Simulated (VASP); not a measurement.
## TaNbSb3: single point with PBE

The system is TaNbSb3.

```
CELL_PARAMETERS angstrom
4.79273 0.00000 0.00000
0.00000 4.79273 0.00000
0.00000 0.00000 4.79273
ATOMIC_POSITIONS crystal
Ta 0.50000 0.50000 0.50000
Nb 0.00000 0.00000 0.00000
Sb 0.00000 0.50000 0.50000
Sb 0.50000 0.00000 0.50000
Sb 0.50000 0.50000 0.00000
```

```
Program                : VASP 6.6.1
Task                   : single point
Functional             : PBE
Potentials or basis    : VASP PAW PBE potentials, release 64 (Ta_pv, Nb_sv, Sb)
Cutoff                 : 520 eV
k mesh                 : 4 × 4 × 4
Occupations            : gaussian, width 0.1 eV
Spin                   : no spin polarisation
Dipole correction      : no
Further INCAR settings : ALGO = Normal; EDIFF = 1e-06; NBANDS = 28
```

```
Pressure : 37.5 GPa
```

Levels at points of the mesh, in eV from the Fermi level:
| k point | band 17 | band 18 | band 19 | band 20 | band 21 | band 22 |
| --- | --- | --- | --- | --- | --- | --- |
| (0.00, 0.00, 0.00) | -0.73 | -0.73 | -0.27 | -0.27 | -0.27 | -0.06 |
| (0.50, 0.00, 0.00) | -2.52 | -1.23 | -0.37 | 0.20 | 0.51 | 0.51 |
| (0.50, 0.50, 0.00) | -1.69 | -1.51 | -0.34 | -0.16 | 0.25 | 0.50 |
| (0.50, 0.50, 0.50) | -0.93 | 0.21 | 0.21 | 0.52 | 0.52 | 0.52 |

Run time: 20 s on 1 thread of AMD EPYC 9R45 96-Core Processor (Zen 5), with other jobs on the host, peak memory 0.19 GiB.

Caveat: spin-orbit coupling is left out, which moves the levels of the heavy elements.
